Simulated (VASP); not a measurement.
# BeZn5Se6 (P31m) in VASP: further runs

The runs below take BeZn5Se6 through single point, with PBE.

Program: VASP 6.6.1. These are calculated values, not measurements. Logs are shortened: lines on timing, memory, paths and dates and some standing lists are left out, and cuts for length are marked.

**1. The cell of the first run**

It takes space group P31m (No. 157, trigonal). The conventional cell has a = 6.890 Å, b = 6.890 Å, c = 6.539 Å, α = 90.00°, β = 90.00°, γ = 120.00°. Within 3.0 Å of Be (site symmetry 3m) lie 4 Se at 2.27 Å. Within 3.3 Å of Zn (site symmetry 3) lie 4 Se at 2.48 to 2.50 Å. Zn (site symmetry m) has 4 Se at 2.46 to 2.48 Å within 3.2 Å. Within 3.2 Å of Se (site symmetry 3) lie 4 Zn at 2.46 to 2.48 Å. Within 3.0 Å of Se (site symmetry 3m) lie 1 Be at 2.27 Å and 3 Zn at 2.46 Å. Se (site symmetry m) has 1 Be at 2.27 Å and 3 Zn at 2.48 to 2.50 Å within 3.0 Å.

**2. Single point, PBE**

File INCAR:

```
SYSTEM = BeZn5Se6
PREC = Accurate
ENCUT = 520
EDIFF = 1E-6
ISMEAR = 0
SIGMA = 0.02
LREAL = .False.
LASPH = .True.
NELM = 80
ALGO = Normal
ISIF = 2
LWAVE = .False.
LCHARG = .False.
GGA = PE
NBANDS = 61
```

File KPOINTS:

```
Automatic mesh
0
Gamma
  6 6 4
  0 0 0
```

File POSCAR:

```
BeZn5Se6
1.0
    6.8903925806      0.0000000000      0.0000000000
   -3.4451962903      5.9672550168      0.0000000000
    0.0000000000      0.0000000000      6.5393409000
Be Zn Se
1 5 6
Direct
    0.0000000000      0.0000000000      0.0030050000
    0.6666666667      0.3333333333      0.0051130000
    0.3333333333      0.6666666667      0.0051130000
    0.0000000000      0.3250530000      0.5065730000
    0.6749470000      0.6749470000      0.5065730000
    0.3250530000      0.0000000000      0.5065730000
    0.6666666667      0.3333333333      0.3842740000
    0.3333333333      0.6666666667      0.3842740000
    0.0000000000      0.0000000000      0.3503080000
    0.0000000000      0.3101300000      0.8860650000
    0.6898700000      0.6898700000      0.8860650000
    0.3101300000      0.0000000000      0.8860650000
```

Potentials or basis: VASP PAW PBE potentials, release 64 (Be, Zn, Se).

The run is started by

```
cat potpaw_PBE.64/Be/POTCAR potpaw_PBE.64/Zn/POTCAR potpaw_PBE.64/Se/POTCAR > POTCAR
mpirun -np 1 vasp_std > vasp.out
```

OUTCAR:

```text
SYSTEM = BeZn5Se6
   PREC = Accurate
   ENCUT = 520
   EDIFF = 1E-6
   ISMEAR = 0
   LREAL = .False.
   LASPH = .True.
   NELM = 80
   ISIF = 2
   GGA = PE

 ion  position               nearest neighbor table
   1  0.000  0.000  0.003-  10 2.27  11 2.27  12 2.27   9 2.27
   2  0.667  0.333  0.005-   7 2.48  10 2.50  12 2.50  11 2.50
   3  0.333  0.667  0.005-   8 2.48  12 2.50  10 2.50  11 2.50
   4  0.000  0.325  0.507-   7 2.46   8 2.46   9 2.46  10 2.48
   5  0.675  0.675  0.507-   7 2.46   8 2.46   9 2.46  11 2.48
   6  0.325  0.000  0.507-   8 2.46   7 2.46   9 2.46  12 2.48
   7  0.667  0.333  0.384-   4 2.46   6 2.46   5 2.46   2 2.48
   8  0.333  0.667  0.384-   6 2.46   4 2.46   5 2.46   3 2.48
   9  0.000  0.000  0.350-   1 2.27   4 2.46   5 2.46   6 2.46
  10  0.000  0.310  0.886-   1 2.27   4 2.48   2 2.50   3 2.50
  11  0.690  0.690  0.886-   1 2.27   5 2.48   2 2.50   3 2.50
  12  0.310  0.000  0.886-   1 2.27   6 2.48   3 2.50   2 2.50

  LATTYP: Found a hexagonal cell.
 ALAT       =     6.8903925806
 C/A-ratio  =     0.9490520059

  Lattice vectors:

 A1 = (   6.8903925806,   0.0000000000,   0.0000000000)
 A2 = (  -3.4451962903,   5.9672550168,   0.0000000000)
 A3 = (   0.0000000000,   0.0000000000,   6.5393409000)

Analysis of symmetry for initial positions (statically):
=====================================================================
 Subroutine PRICEL returns:
 Original cell was already a primitive cell.

 Routine SETGRP: Setting up the symmetry group for a
 hexagonal supercell.

 Subroutine GETGRP returns: Found  6 space group operations
 (whereof  6 operations were pure point group operations)
 out of a pool of 24 trial point group operations.

The static configuration has the point symmetry C_3v.

Analysis of symmetry for dynamics (positions and initial velocities):
=====================================================================
 Subroutine PRICEL returns:
 Original cell was already a primitive cell.

 Routine SETGRP: Setting up the symmetry group for a
 hexagonal supercell.

 Subroutine GETGRP returns: Found  6 space group operations
 (whereof  6 operations were pure point group operations)
 out of a pool of 24 trial point group operations.

The dynamic configuration has the point symmetry C_3v.

 Subroutine INISYM returns: Found  6 space group operations
 (whereof  6 operations are pure point group operations),
 and found     1 'primitive' translations

----------------------------------------------------------------------------------------

                                     Primitive cell

  volume of cell :     268.8763

  direct lattice vectors                    reciprocal lattice vectors
     6.890392581  0.000000000  0.000000000     0.145129612  0.083790620  0.000000000
    -3.445196290  5.967255017  0.000000000     0.000000000  0.167581241  0.000000000
     0.000000000  0.000000000  6.539340900     0.000000000  0.000000000  0.152920610

  length of vectors
     6.890392581  6.890392581  6.539340900     0.167581241  0.167581241  0.152920610

  position of ions in fractional coordinates (direct lattice)
     0.000000000  0.000000000  0.003005000
     0.666666667  0.333333333  0.005113000
     0.333333333  0.666666667  0.005113000
     0.000000000  0.325053000  0.506573000
     0.674947000  0.674947000  0.506573000
     0.325053000  0.000000000  0.506573000
     0.666666667  0.333333333  0.384274000
     0.333333333  0.666666667  0.384274000
     0.000000000  0.000000000  0.350308000
     0.000000000  0.310130000  0.886065000
     0.689870000  0.689870000  0.886065000
     0.310130000  0.000000000  0.886065000

  ion indices of the primitive-cell ions
   primitive index   ion index
                 1           1
                 2           2
                 3           3
                 4           4
                 5           5
                 6           6
                 7           7
                 8           8
                 9           9
                10          10
                11          11
                12          12

----------------------------------------------------------------------------------------

 KPOINTS: Automatic mesh

Automatic generation of k-mesh.
 Grid dimensions read from file:
 generate k-points for:    6    6    4

 Generating k-lattice:

  Cartesian coordinates                     Fractional coordinates (reciprocal lattice)
     0.024188269  0.013965103  0.000000000     0.166666667  0.000000000  0.000000000
     0.000000000  0.027930207  0.000000000     0.000000000  0.166666667  0.000000000
     0.000000000  0.000000000  0.038230153     0.000000000  0.000000000  0.250000000

  Length of vectors
     0.027930207  0.027930207  0.038230153

  Shift w.r.t. Gamma in fractional coordinates (k-lattice)
     0.000000000  0.000000000  0.000000000

 Subroutine IBZKPT returns following result:
 ===========================================

 Found     24 irreducible k-points:

 Following reciprocal coordinates:
            Coordinates               Weight
  0.000000  0.000000  0.000000      1.000000
  0.166667  0.000000  0.000000      6.000000
  0.333333  0.000000  0.000000      6.000000
  0.500000  0.000000  0.000000      3.000000
  0.166667  0.166667  0.000000      6.000000
  0.333333  0.166667  0.000000     12.000000
[... 16 lines left out ...]
  0.333333  0.166667  0.500000     12.000000
  0.333333  0.333333  0.500000      2.000000
   k-points           NKPTS =     24   k-points in BZ     NKDIM =     24   number of bands    NBANDS=     61
   number of dos      NEDOS =    301   number of ions     NIONS =     12
   total plane-waves  NPLWV = 145800
   dimension x,y,z NGX =    54 NGY =   54 NGZ =   50
   dimension x,y,z NGXF=   108 NGYF=  108 NGZF=  100
   ions per type =               1   5   6
   NGX,Y,Z   is equivalent  to a cutoff of  13.03, 13.03, 12.71 a.u.
   NGXF,Y,Z  is equivalent  to a cutoff of  26.06, 26.06, 25.42 a.u.
 SYSTEM =  BeZn5Se6
   PREC   = accura    normal or accurate (medium, high low for compatibility)
   ISTART =      0    job   : 0-new  1-cont  2-samecut
   ICHARG =      2    charge: 1-file 2-atom 10-const
   ISPIN  =      1    spin polarized calculation?
   LNONCOLLINEAR =      F non collinear calculations
   LSORBIT =      F    spin-orbit coupling
   LASPH  =      T    aspherical Exc in radial PAW
   ENCUT  =  520.0 eV  38.22 Ry    6.18 a.u.  12.81 12.81 12.16*2*pi/ulx,y,z
   NELM   =     80;   NELMIN=  2; NELMDL= -5     # of ELM steps
   EDIFF  = 0.1E-05   stopping-criterion for ELM
   LREAL  =      F    real-space projection
   EDIFFG = 0.1E-04   stopping-criterion for IOM
   NSW    =      0    number of steps for IOM
   IBRION =     -1    ionic relax: 0-MD 1-quasi-New 2-CG
   NFREE  =      0    steps in history (QN), initial steepest desc. (CG)
   ISIF   =      2    stress and relaxation
   ISYM   =      2    0-nonsym 1-usesym 2-fastsym
   POTIM  = 0.5000    time-step for ionic-motion
   TEBEG  =    0.0;   TEEND  =   0.0 temperature during run
   PSTRESS=    0.0 pullay stress
   NELECT =      98.0000    total number of electrons
   NUPDOWN=      -1.0000    fix difference up-down
   EMIN   =  10.00;   EMAX   =-10.00  energy-range for DOS
   EFERMI =   0.00;   METHOD = LEGACY
   ISMEAR =     0;   SIGMA  =   0.02  broadening in eV -4-tet -1-fermi 0-gaus
   EFERMI_NEDOS =   21; number of points for ismear=-14 and -15
   IALGO  =     38    algorithm
   IMIX   =      4    mixing-type and parameters
     AMIX     =   0.40;   BMIX     =  1.00
     AMIX_MAG =   1.60;   BMIX_MAG =  1.00
  volume/ion in A,a.u.               =      22.41       151.21
  Fermi-wavevector in a.u.,A,eV,Ry     =   1.169408  2.209860 18.606168  1.367515
  Thomas-Fermi vector in A             =   2.305881
   LORBIT       =      0    0 simple, 1 ext, 2 COOP (PROOUT), +10 PAW based schemes
   GGA     = PE    functional components
   LHFCALC =     F    Hartree Fock is set to
   AEXX    =    0.0000 exact exchange contribution
   IVDW    =     0    specifies the selected vdW correction
   LEPSILON=     F    determine dielectric tensor
   LRPA    =     F    only Hartree local field effects (RPA)
 non-spin polarized calculation
 Gauss-broadening in eV      SIGMA  =   0.02
  energy-cutoff  :      520.00
  volume of cell :      268.88
 maximum number of plane-waves:      7260
 NGX is ok and might be reduce to    54
   NGX = 25   NGY = 25   NGZ = 25

 number of electron      98.0000075 magnetization

 Free energy of the ion-electron system (eV)
  ---------------------------------------------------
  ext. energy  EPLUGINS =         0.00000000
  ---------------------------------------------------
  free energy    TOTEN  =       -38.86295450 eV

  energy without entropy =      -38.86295450  energy(sigma->0) =      -38.86295450

 E-fermi :   1.7435     XC(G=0):  -9.2201

 val. band max:        1.6528637820   @ k =   0.0000   0.0000   0.0000
 cond. band min:       3.2017496698   @ k =   0.0000   0.0000   0.0000
 fundamental gap:      1.5488858878
 Fermi energy:         1.7434585022

 k-point     1 :       0.0000    0.0000    0.0000
  band No.  band energies     occupation
      1     -11.5514      2.00000
      2     -10.7374      2.00000
      3     -10.5246      2.00000
      4     -10.5141      2.00000
      5     -10.5088      2.00000
      6     -10.5088      2.00000
[... 53 lines left out ...]
     60       8.2748      0.00000
     61       8.6357      0.00000

 k-point     2 :       0.1667    0.0000    0.0000
  band No.  band energies     occupation
      1     -11.4970      2.00000
      2     -10.7203      2.00000
      3     -10.6366      2.00000
      4     -10.6059      2.00000
      5     -10.4584      2.00000
      6     -10.4470      2.00000
[... 1397 lines left out ...]
     60       7.0765      0.00000
     61       7.3636      0.00000

 k-point    24 :       0.3333    0.3333    0.5000
  band No.  band energies     occupation
      1     -10.8968      2.00000
      2     -10.7397      2.00000
      3     -10.7397      2.00000
      4     -10.7266      2.00000
      5     -10.6910      2.00000
      6     -10.6910      2.00000
[... 53 lines left out ...]
     60       6.8565      0.00000
     61       7.2929      0.00000

------------------------ aborting loop because EDIFF is reached ----------------------------------------

  FORCE on cell =-STRESS in cart. coord.  units (eV):
  Direction    XX          YY          ZZ          XY          YZ          ZX
  --------------------------------------------------------------------------------------
  -------------------------------------------------------------------------------------
  Total        0.3032706      0.3032706      0.2462378      0.0000000     -0.0000000      0.0000000
  in kB        1.8071255      1.8071255      1.4672791      0.0000000     -0.0000000      0.0000000
  external PRESSURE =       1.6938434 kB  Pullay stress =       0.0000000 kB

 VOLUME and BASIS-vectors are now :
 -----------------------------------------------------------------------------
  energy-cutoff  :      520.00
  volume of cell :      268.88
      direct lattice vectors                 reciprocal lattice vectors
     6.890392581  0.000000000  0.000000000     0.145129612  0.083790620  0.000000000
    -3.445196290  5.967255017  0.000000000     0.000000000  0.167581241  0.000000000
     0.000000000  0.000000000  6.539340900     0.000000000  0.000000000  0.152920610

 POSITION                                       TOTAL-FORCE (eV/Angst)
 -----------------------------------------------------------------------------------
      0.00000      0.00000      0.01965         0.000000      0.000000     -0.002042
      3.44520      1.98909      0.03344         0.000000      0.000000     -0.003299
     -0.00000      3.97817      0.03344         0.000000      0.000000     -0.003299
     -1.11987      1.93967      3.31265        -0.000914      0.001582      0.005125
      2.32532      4.02758      3.31265        -0.000914     -0.001582      0.005125
      2.23974      0.00000      3.31265         0.001827      0.000000      0.005125
      3.44520      1.98909      2.51290         0.000000      0.000000     -0.000790
     -0.00000      3.97817      2.51290         0.000000      0.000000     -0.000790
      0.00000      0.00000      2.29078         0.000000      0.000000     -0.018612
     -1.06846      1.85062      5.79428         0.001857     -0.003216      0.004486
      2.37674      4.11663      5.79428         0.001857      0.003216      0.004486
      2.13692      0.00000      5.79428        -0.003713      0.000000      0.004486
 -----------------------------------------------------------------------------------
    total drift:                                0.000003      0.000006     -0.000089

  FREE ENERGIE OF THE ION-ELECTRON SYSTEM (eV)
  ---------------------------------------------------
  free  energy   TOTEN  =       -38.8629544967 eV

  energy  without entropy=      -38.8629544967  energy(sigma->0) =      -38.86295450
```

It took 5.2 min on 1 thread of AMD EPYC 9R45 (Zen 5), shared host; peak memory 0.54 GiB.

Results:

- Free energy: -38.8630 eV
- Pressure: 0.2 GPa
- Largest force: 0.019 eV/Å
- Band gap on the k mesh: 1.55 eV

Forces on the atoms (eV/Å):
```
Be   0.000  0.000 -0.002
Zn   0.000  0.000 -0.003
Zn   0.000  0.000 -0.003
Zn  -0.001  0.002  0.005
Zn  -0.001 -0.002  0.005
Zn   0.002  0.000  0.005
Se   0.000  0.000 -0.001
Se   0.000  0.000 -0.001
Se   0.000  0.000 -0.019
Se   0.002 -0.003  0.004
Se   0.002  0.003  0.004
Se  -0.004  0.000  0.004
```

Levels at points of the mesh, in eV from the valence-band top:
```tsv
k point	band 46	band 47	band 48	band 49	band 50	band 51	band 52	band 53
(0.00, 0.00, 0.00)	-0.91	-0.14	0.00	0.00	1.55	2.41	3.86	3.86
(0.50, 0.00, 0.00)	-0.91	-0.83	-0.79	-0.77	2.90	3.51	3.76	3.94
(0.00, 0.00, 0.50)	-0.62	-0.62	-0.36	-0.36	2.69	3.06	3.66	3.66
(0.50, 0.00, 0.50)	-1.47	-1.38	-1.34	-1.33	2.83	2.98	3.89	4.04
```

**3. Single point, PBE**

File INCAR:

```
  ALGO = Normal
  EDIFF = 1E-7
  ENCUT = 520
  GGA = PE
  ISIF = 2
  ISMEAR = 0
  LASPH = T
  LCHARG = F
  LREAL = F
  LWAVE = F
  NBANDS = 61
  NELM = 60
  PREC = Accurate
  SIGMA = 0.02
```

File KPOINTS:

```
k-points
0
Gamma
  6 6 4
```

POSCAR is that of step 2.

Potentials or basis: VASP PAW PBE potentials, release 64 (Be, Zn, Se).

The run is started by

```
cat potpaw_PBE.64/Be/POTCAR potpaw_PBE.64/Zn/POTCAR potpaw_PBE.64/Se/POTCAR > POTCAR
mpirun -np 1 vasp_std > vasp.out
```

It took 5.6 min on 1 thread of AMD EPYC 9R45 (Zen 5), shared host; peak memory 0.54 GiB.

Results (log left out):

```yaml
Free_energy: -38.8630 eV
Pressure: 0.2 GPa
Largest_force: 0.019 eV/Å
Band_gap_on_the_k_mesh: 1.55 eV
```

Forces on the atoms (eV/Å):
```
Be   0.000  0.000 -0.002
Zn   0.000  0.000 -0.003
Zn   0.000  0.000 -0.003
Zn  -0.001  0.002  0.005
Zn  -0.001 -0.002  0.005
Zn   0.002  0.000  0.005
Se   0.000  0.000 -0.001
Se   0.000  0.000 -0.001
Se   0.000  0.000 -0.019
Se   0.002 -0.003  0.005
Se   0.002  0.003  0.005
Se  -0.004  0.000  0.005
```

Levels at points of the mesh, in eV from the valence-band top:
```tsv
k point	band 46	band 47	band 48	band 49	band 50	band 51	band 52	band 53
(0.00, 0.00, 0.00)	-0.91	-0.14	0.00	0.00	1.55	2.41	3.86	3.86
(0.50, 0.00, 0.00)	-0.91	-0.83	-0.79	-0.77	2.90	3.51	3.76	3.94
(0.00, 0.00, 0.50)	-0.62	-0.62	-0.36	-0.36	2.69	3.06	3.66	3.66
(0.50, 0.00, 0.50)	-1.46	-1.38	-1.34	-1.33	2.83	2.98	3.89	4.04
```
